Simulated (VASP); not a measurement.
Au, 1 atom in the cell. The structure is tetragonal, space group I4/mmm (No. 139). The conventional cell has a = 3.037 Å, b = 3.037 Å, c = 3.989 Å, α = 90.00°, β = 90.00°, γ = 90.00°. Au (site symmetry 4/mmm) has 14 Au at 2.93 to 3.99 Å within 4.0 Å.  This cell differs from its parent crystal: strain +0.050 along x and y, -0.025 along z.

| Quantity | Value |
| --- | --- |
| Program | VASP 6.6.1 |
| Task | single point |
| Functional | r2SCAN |
| Potentials or basis | VASP PAW PBE potentials, release 64 (Au) |
| Cutoff | 520 eV |
| k mesh | 20 × 20 × 20 |
| Occupations | gaussian, width 0.15 eV |
| Spin | no spin polarisation |
| Dipole correction | no |
| Further INCAR settings | ALGO = Normal; EDIFF = 1e-07; NBANDS = 12 |

Potentials or basis: VASP PAW PBE potentials, release 64 (Au).

The run is started by

```console
$ cat potpaw_PBE.64/Au/POTCAR > POTCAR
$ cp INCAR.step1 INCAR
$ mpirun -np 1 vasp_std > vasp.out
$ cp INCAR.step2 INCAR
$ mpirun -np 1 vasp_std > vasp.out
```

Hardware: 1 thread of Intel(R) Xeon(R) 6975P-C (Granite Rapids) (shared host).

Q: How long does it take, and how much memory?

A: Wall time 2.4 min on 1 thread of Intel(R) Xeon(R) 6975P-C (Granite Rapids), on a shared host, peak memory 0.26 GiB. Counts: k points 641.
